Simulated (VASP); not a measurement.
Wanted: the native input for a VASP 6.6.1 run.

| Item | Value |
| --- | --- |
| Task | single point |
| Functional | PBEsol |
| Potentials or basis | VASP PAW PBE potentials, release 64 (Hf_pv) |
| Cutoff | 520 eV |
| k mesh | 12 × 12 × 12 |
| Occupations | fermi-dirac, width 0.1 eV |
| Spin | no spin polarisation |
| Dipole correction | no |
| Further INCAR settings | ALGO = Normal; EDIFF = 1e-06; NBANDS = 11 |

The structure of Hf lies in POSCAR:

```
Hf
1.0
    0.0000000000      2.2096845531      2.2096845531
    2.2096845531      0.0000000000      2.2096845531
    2.2096845531      2.2096845531      0.0000000000
Hf
1
Direct
    0.0000000000      0.0000000000      0.0000000000
```

The input as run:

INCAR

```
ALGO = Normal
EDIFF = 1E-6
ENCUT = 520
GGA = PS
ISIF = 2
ISMEAR = -1
LASPH = True
LCHARG = False
LREAL = False
LWAVE = False
NBANDS = 11
NELM = 60
PREC = Accurate
SIGMA = 0.1
```

KPOINTS

```
k-points
0
Gamma
  12 12 12
```

Potentials or basis: VASP PAW PBE potentials, release 64 (Hf_pv).

The run is started by

```sh
$ cat potpaw_PBE.64/Hf_pv/POTCAR > POTCAR
$ mpirun -np 1 vasp_std > vasp.out
```

Results of the run:

* Pressure: -0.4 GPa
* Band gap on the k mesh: zero (band 5 reaches 6.24 eV, above the bottom of band 6 at 4.44 eV)

Caveat: the PAW data sets were made with another functional, which shifts forces and pressure a little; spin-orbit coupling is left out, which moves the levels of the heavy elements.

Run time: 8.8 s on 1 thread of Intel Xeon 6975P-C, on a shared host, peak memory 0.15 GiB.
